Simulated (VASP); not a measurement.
Input of a VASP 6.6.1 run:

INCAR

```
SYSTEM = Lu
PREC = Accurate ; ENCUT = 520
EDIFF = 1E-6 ; ISMEAR = -1
SIGMA = 0.05 ; LREAL = .FALSE.
LASPH = .TRUE. ; NELM = 60
ALGO = Normal ; ISIF = 2
LWAVE = .FALSE. ; LCHARG = .FALSE.
GGA = CA ; NBANDS = 32
```

KPOINTS

```
Automatic mesh
0
G
  12 12 12
  0 0 0
```

Contents of POSCAR:

```
Lu
1.0
    0.0000000000      3.1854025839      3.1854025839
    3.1854025839      0.0000000000      3.1854025839
    3.1854025839      3.1854025839      0.0000000000
Lu
2
Direct
   -0.1250000000     -0.1250000000     -0.1250000000
    0.1250000000      0.1250000000      0.1250000000
```

Potentials or basis: VASP PAW PBE potentials, release 64 (Lu).

Launch:

```bash
$ cat potpaw_PBE.64/Lu/POTCAR > POTCAR
$ mpirun -np 1 vasp_std > vasp.out
```

(1) Predict the band gap on the k mesh.

(2) Predict the pressure.

Answers

(1) zero (bands 25 and 26 overlap by 1.09 eV).

(2) 2.3 GPa.

Caveat: the PAW data sets were made with another functional, which shifts forces and pressure a little; spin-orbit coupling is left out, which moves the levels of the heavy elements.
